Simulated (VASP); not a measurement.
LiF (Griceite):

```
Li F
1.0
     0.00000    1.91966    1.91966
     1.91966    0.00000    1.91966
     1.91966    1.91966    0.00000
Li F
1 1
Direct
  0.00000 0.00000 0.00000
  0.50000 0.50000 0.50000
```

This cell differs from its parent crystal: strain -3.8%.

Base run:

| Quantity | Value |
| --- | --- |
| Program | VASP 6.6.1 |
| Functional | r2SCAN |
| Potentials or basis | VASP PAW PBE potentials, release 64 (Li_sv, F) |
| Cutoff | 520 eV |
| k mesh | 10 × 10 × 10 |
| Occupations | gaussian, width 0.01 eV |
| Spin | no spin polarisation |

Its results: band gap on the k mesh 11.73 eV, direct.

**Question.** The run is repeated on the same cell with these changes: functional from r2SCAN to PBE; k mesh from 10 × 10 × 10 to 6 × 6 × 6. What comes out?

**Answer.** Band gap on the k mesh 10.49 eV, direct.

Several settings changed at once, so the effect can't be laid on one alone.

Caveats: some runs use coarse meshes.

A k mesh can miss the band edges.
